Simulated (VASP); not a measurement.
A run of VASP 6.6.1 is set up as follows.

Contents of POSCAR:

```
Se
1.0
    4.3152319164      0.0000000000      0.0000000000
   -2.1576159582      3.7371004628      0.0000000000
    0.0000000000      0.0000000000      9.4482104698
Se
4
Direct
    0.3333333333      0.6666666667      0.4668384883
    0.6666666667      0.3333333333      0.9668384883
    0.6666666667      0.3333333333      0.5331615117
    0.3333333333      0.6666666667      0.0331615117
```

Contents of INCAR.step1:

```
  ALGO = Normal
  EDIFF = 1E-4
  ENCUT = 520
  GGA = PE
  ISMEAR = 0
  LASPH = True
  LCHARG = False
  LREAL = False
  LWAVE = True
  NBANDS = 20
  NELM = 100
  PREC = Accurate
  SIGMA = 0.1
```

Contents of INCAR.step2:

```
  ALGO = Normal
  EDIFF = 1E-6
  ENCUT = 520
  ISIF = 2
  ISMEAR = 0
  ISTART = 1
  LASPH = True
  LCHARG = False
  LMIXTAU = True
  LREAL = False
  LWAVE = False
  METAGGA = R2SCAN
  NBANDS = 20
  NELM = 100
  PREC = Accurate
  SIGMA = 0.1
```

File KPOINTS:

```
k-points
0
Gamma
  12 12 6
```

Potentials or basis: VASP PAW PBE potentials, release 64 (Se).

Launch:

```sh
$ cat potpaw_PBE.64/Se/POTCAR > POTCAR
$ cp INCAR.step1 INCAR
$ mpirun -np 1 vasp_std > vasp.out
$ cp INCAR.step2 INCAR
$ mpirun -np 1 vasp_std > vasp.out
```

Question: Predict the pressure.

Answer: 0.0 GPa.

Question: Estimate the largest force.

Answer: 0.004 eV/Å.

Forces in eV/Å, atoms in the order of the input:
```
Se   0.000  0.000 -0.004
Se   0.000  0.000 -0.004
Se   0.000  0.000  0.004
Se   0.000  0.000  0.004
```

Caveat: the PAW data sets were made with another functional, which shifts forces and pressure a little.
